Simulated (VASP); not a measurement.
# HgTe (rocksalt type) (Fm-3m) in VASP: a series of runs

Runs on HgTe (rocksalt type). Level: PBE. Tasks: single point, relaxation of cell and atoms.

Program: VASP 6.6.1. These are calculated values, not measurements. Logs are shortened: lines on timing, memory, paths and dates and some standing lists are left out, and cuts for length are marked.

**1. The cell of the first run**

It takes space group Fm-3m (No. 225, cubic). The conventional cell has a = 5.461 Å, b = 5.461 Å, c = 5.461 Å, α = 90.00°, β = 90.00°, γ = 90.00°. Within 3.6 Å of Hg (site symmetry m-3m) lie 6 Te at 2.73 Å. Te (site symmetry m-3m) has 6 Hg at 2.73 Å within 3.6 Å.

**2. Single point, PBE**

The input, INCAR:

```
ALGO     = Normal         # electronic algorithm
EDIFF    = 1E-6           # SCF threshold, eV
ENCUT    = 520            # plane-wave cutoff, eV
GGA      = PE             # functional
ISIF     = 2              # what is computed and relaxed
ISMEAR   = -1             # smearing method
LASPH    = T              # aspherical terms in the spheres
LCHARG   = F              # write CHGCAR
LREAL    = F              # projectors in reciprocal space
LWAVE    = F              # write WAVECAR
NBANDS   = 16             # bands
NELM     = 80             # most SCF steps
PREC     = Accurate       # precision mode
SIGMA    = 0.05           # smearing width, eV
```

The input, KPOINTS:

```
k-points
0
Gamma
  13 13 13
```

The input, POSCAR:

```
HgTe
1.0
    0.0000000000      2.7302697522      2.7302697522
    2.7302697522      0.0000000000      2.7302697522
    2.7302697522      2.7302697522      0.0000000000
Hg Te
1 1
Direct
    0.0000000000      0.0000000000      0.0000000000
    0.5000000000      0.5000000000      0.5000000000
```

Potentials or basis: VASP PAW PBE potentials, release 64 (Hg, Te).

Started as:

```sh
> cat potpaw_PBE.64/Hg/POTCAR potpaw_PBE.64/Te/POTCAR > POTCAR
> mpirun -np 1 vasp_std > vasp.out
```

OUTCAR:

```text
EDIFF = 1E-6
   ENCUT = 520
   GGA = PE
   ISIF = 2
   ISMEAR = -1
   LASPH = T
   LREAL = F
   NELM = 80
   PREC = Accurate

 ion  position               nearest neighbor table
   1  0.000  0.000  0.000-   2 2.73   2 2.73   2 2.73   2 2.73   2 2.73   2 2.73
   2  0.500  0.500  0.500-   1 2.73   1 2.73   1 2.73   1 2.73   1 2.73   1 2.73

  LATTYP: Found a face centered cubic cell.
 ALAT       =     5.4605395044

  Lattice vectors:

 A1 = (   0.0000000000,   2.7302697522,   2.7302697522)
 A2 = (   2.7302697522,   0.0000000000,   2.7302697522)
 A3 = (   2.7302697522,   2.7302697522,   0.0000000000)

Analysis of symmetry for initial positions (statically):
=====================================================================
 Subroutine PRICEL returns:
 Original cell was already a primitive cell.

 Routine SETGRP: Setting up the symmetry group for a
 face centered cubic supercell.

 Subroutine GETGRP returns: Found 48 space group operations
 (whereof 48 operations were pure point group operations)
 out of a pool of 48 trial point group operations.

The static configuration has the point symmetry O_h .

Analysis of symmetry for dynamics (positions and initial velocities):
=====================================================================
 Subroutine PRICEL returns:
 Original cell was already a primitive cell.

 Routine SETGRP: Setting up the symmetry group for a
 face centered cubic supercell.

 Subroutine GETGRP returns: Found 48 space group operations
 (whereof 48 operations were pure point group operations)
 out of a pool of 48 trial point group operations.

The dynamic configuration has the point symmetry O_h .

 Subroutine INISYM returns: Found 48 space group operations
 (whereof 48 operations are pure point group operations),
 and found     1 'primitive' translations

----------------------------------------------------------------------------------------

                                     Primitive cell

  volume of cell :      40.7049

  direct lattice vectors                    reciprocal lattice vectors
     0.000000000  2.730269752  2.730269752    -0.183132088  0.183132088  0.183132088
     2.730269752  0.000000000  2.730269752     0.183132088 -0.183132088  0.183132088
     2.730269752  2.730269752  0.000000000     0.183132088  0.183132088 -0.183132088

[... 79 lines left out ...]
   LSORBIT =      F    spin-orbit coupling
   LASPH  =      T    aspherical Exc in radial PAW
   ENCUT  =  520.0 eV  38.22 Ry    6.18 a.u.   7.18  7.18  7.18*2*pi/ulx,y,z
   NELM   =     80;   NELMIN=  2; NELMDL= -5     # of ELM steps
   EDIFF  = 0.1E-05   stopping-criterion for ELM
   LREAL  =      F    real-space projection
   EDIFFG = 0.1E-04   stopping-criterion for IOM
   NSW    =      0    number of steps for IOM
   IBRION =     -1    ionic relax: 0-MD 1-quasi-New 2-CG
   NFREE  =      0    steps in history (QN), initial steepest desc. (CG)
   ISIF   =      2    stress and relaxation
   ISYM   =      2    0-nonsym 1-usesym 2-fastsym
   POTIM  = 0.5000    time-step for ionic-motion
   TEBEG  =    0.0;   TEEND  =   0.0 temperature during run
   PSTRESS=    0.0 pullay stress
   NELECT =      18.0000    total number of electrons
   NUPDOWN=      -1.0000    fix difference up-down
   EMIN   =  10.00;   EMAX   =-10.00  energy-range for DOS
   EFERMI =   0.00;   METHOD = LEGACY
   ISMEAR =    -1;   SIGMA  =   0.05  broadening in eV -4-tet -1-fermi 0-gaus
   EFERMI_NEDOS =   21; number of points for ismear=-14 and -15
   IALGO  =     38    algorithm
   IMIX   =      4    mixing-type and parameters
     AMIX     =   0.40;   BMIX     =  1.00
     AMIX_MAG =   1.60;   BMIX_MAG =  1.00
  volume/ion in A,a.u.               =      20.35       137.35
  Fermi-wavevector in a.u.,A,eV,Ry     =   1.247240  2.356942 21.165334  1.555608
  Thomas-Fermi vector in A             =   2.381381
   LORBIT       =      0    0 simple, 1 ext, 2 COOP (PROOUT), +10 PAW based schemes
   GGA     = PE    functional components
   LHFCALC =     F    Hartree Fock is set to
   AEXX    =    0.0000 exact exchange contribution
   IVDW    =     0    specifies the selected vdW correction
   LEPSILON=     F    determine dielectric tensor
   LRPA    =     F    only Hartree local field effects (RPA)
 non-spin polarized calculation
  energy-cutoff  :      520.00
  volume of cell :       40.70
 maximum number of plane-waves:      1109
 NGX is ok and might be reduce to    30
   NGX = 15   NGY = 15   NGZ = 15

 number of electron      18.0000002 magnetization

 Free energy of the ion-electron system (eV)
  ---------------------------------------------------
  ext. energy  EPLUGINS =         0.00000000
  ---------------------------------------------------
  free energy    TOTEN  =        -1.74295929 eV

  energy without entropy =       -1.73472726  energy(sigma->0) =       -1.73884328

 E-fermi :   8.8938     XC(G=0): -11.5439

 val. band max:        8.8207293351   @ k =  -0.4615   0.3077   0.0000
 cond. band min:       8.9056674727   @ k =   0.4615   0.0769   0.0000
 fundamental gap:      0.0849381377
 Fermi energy:         8.8937778613

 k-point     1 :       0.0000    0.0000    0.0000
  band No.  band energies     occupation
      1      -6.1860      2.00000
      2       0.4580      2.00000
      3       0.4580      2.00000
      4       0.5062      2.00000
      5       0.5062      2.00000
      6       0.5062      2.00000
[... 433 lines left out ...]
      3      -0.0690      2.00000
      4       0.0132      2.00000
      5       0.8804      2.00000
      6       0.9238      2.00000
[... 8 lines left out ...]
     15      20.9401      0.00000
     16      21.5649      0.00000

 [... further k-points ...]

------------------------ aborting loop because EDIFF is reached ----------------------------------------

  FORCE on cell =-STRESS in cart. coord.  units (eV):
  Direction    XX          YY          ZZ          XY          YZ          ZX
  --------------------------------------------------------------------------------------
  -------------------------------------------------------------------------------------
  Total       10.8575314     10.8575314     10.8575314      0.0000000      0.0000000     -0.0000000
  in kB      427.3611178    427.3611178    427.3611178      0.0000000      0.0000000     -0.0000000
  external PRESSURE =     427.3611178 kB  Pullay stress =       0.0000000 kB

 VOLUME and BASIS-vectors are now :
 -----------------------------------------------------------------------------
  energy-cutoff  :      520.00
  volume of cell :       40.70
      direct lattice vectors                 reciprocal lattice vectors
     0.000000000  2.730269752  2.730269752    -0.183132088  0.183132088  0.183132088
     2.730269752  0.000000000  2.730269752     0.183132088 -0.183132088  0.183132088
     2.730269752  2.730269752  0.000000000     0.183132088  0.183132088 -0.183132088

 POSITION                                       TOTAL-FORCE (eV/Angst)
 -----------------------------------------------------------------------------------
      0.00000      0.00000      0.00000         0.000000     -0.000000      0.000000
      2.73027      2.73027      2.73027        -0.000000      0.000000     -0.000000
 -----------------------------------------------------------------------------------
    total drift:                               -0.000000      0.000000      0.000000

  FREE ENERGIE OF THE ION-ELECTRON SYSTEM (eV)
  ---------------------------------------------------
  free  energy   TOTEN  =        -1.7429592859 eV

  energy  without entropy=       -1.7347272648  energy(sigma->0) =       -1.73884328
```

stdout:

```text
POSCAR found type information on POSCAR HgTe
 POSCAR found :  2 types and       2 ions
 scaLAPACK will be used
 LDA part: xc-table for (Slater+PW92), standard interpolation
 POSCAR, INCAR and KPOINTS ok, starting setup
 FFT: planning ... GRIDC
 FFT: planning ... GRID_SOFT
 FFT: planning ... GRID
 WAVECAR not read
 entering main loop
```

It took 48 s on 1 thread of AMD EPYC 7R13, shared host; peak memory 0.18 GiB.

Results:

| Quantity | Value |
| --- | --- |
| Free energy | -1.7430 eV |
| Pressure | 42.7 GPa |
| Band gap on the k mesh | zero (bands 9 and 10 overlap by 3.78 eV) |

Levels at points of the mesh, in eV from the Fermi level:
| k point | band 5 | band 6 | band 7 | band 8 | band 9 | band 10 | band 11 | band 12 | band 13 | band 14 |
| --- | --- | --- | --- | --- | --- | --- | --- | --- | --- | --- |
| (0.00, 0.00, 0.00) | -8.39 | -8.39 | -1.32 | -1.32 | -1.32 | 0.97 | 6.96 | 7.86 | 7.86 | 7.86 |

Caveat: the cell stands under pressure; spin-orbit coupling is left out, which moves the levels of the heavy elements.

**3. Relaxation of cell and atoms, PBE, target pressure 42 GPa, at which the enthalpy is minimised**

This run uses another cell than the first one, of 20.31 Å³/atom.

The input, INCAR:

```
PREC = Accurate ; ENCUT = 600
EDIFF = 1E-6 ; ISMEAR = -1
SIGMA = 0.05 ; LREAL = F
LASPH = T ; NELM = 80
ALGO = Normal ; ISIF = 3
LWAVE = F ; LCHARG = F
GGA = PE ; IBRION = 2
NSW = 60 ; EDIFFG = -0.005
PSTRESS = 420.0
```

The input, KPOINTS:

```
Automatic mesh
0
Gamma
  13 13 13
```

The input, POSCAR:

```
HgTe
1.0
    0.0000000000      2.7282944180      2.7282944180
    2.7282944180      0.0000000000      2.7282944180
    2.7282944180      2.7282944180      0.0000000000
Hg Te
1 1
Direct
    0.0000000000      0.0000000000      0.0000000000
    0.5000000000      0.5000000000      0.5000000000
```

Potentials or basis: VASP PAW PBE potentials, release 64 (Hg, Te).

Started as:

```sh
> cat potpaw_PBE.64/Hg/POTCAR potpaw_PBE.64/Te/POTCAR > POTCAR
> mpirun -np 1 vasp_std > vasp.out
```

Run time: 2 min. Hardware: 1 thread of AMD EPYC 7R13, shared host; peak memory 0.2 GiB.

Results (log left out):

```
Free energy                                                : -1.7791 eV
Relaxed volume                                             : 20.42 Å³/atom
Relaxed cell                                               : a = 3.865 Å, b = 3.865 Å, c = 3.865 Å, α = 60.00°, β = 60.00°, γ = 60.00°
Space group after relaxing (to 0.1 Å)                      : Fm-3m (No. 225)
Energy change on relaxing (the run minimises the enthalpy) : -29.8 meV/atom
Ionic steps                                                : 3
Pressure after relaxing                                    : 42.0 GPa
Band gap on the k mesh                                     : zero (bands 9 and 10 overlap by 3.77 eV)
```

Step by step:
| step | energy change (eV) | largest force (eV/Å) | pressure (GPa) | volume (Å³) |
| --- | --- | --- | --- | --- |
| 1 | 0.0000 | 0.0000 | 43.29 | 40.62 |
| 2 | -0.2454 | 0.0000 | 38.01 | 41.59 |
| 3 | -0.0597 | 0.0000 | 41.99 | 40.84 |

Final structure:
```
Hg Te
1.0
     0.00000    2.73331    2.73331
     2.73331    0.00000    2.73331
     2.73331    2.73331    0.00000
Hg Te
1 1
Direct
  0.00000 0.00000 0.00000
  0.50000 0.50000 0.50000
```

Levels at points of the mesh, in eV from the Fermi level:
```
           k point  band 5  band 6  band 7  band 8  band 9  band 10  band 11  band 12  band 13
(0.00, 0.00, 0.00)   -8.36   -8.36   -1.31   -1.31   -1.31     0.95     6.97     7.85     7.85
```

Caveat: the cell is relaxed towards a set pressure, so the run minimises the enthalpy, not the energy; spin-orbit coupling is left out, which moves the levels of the heavy elements.
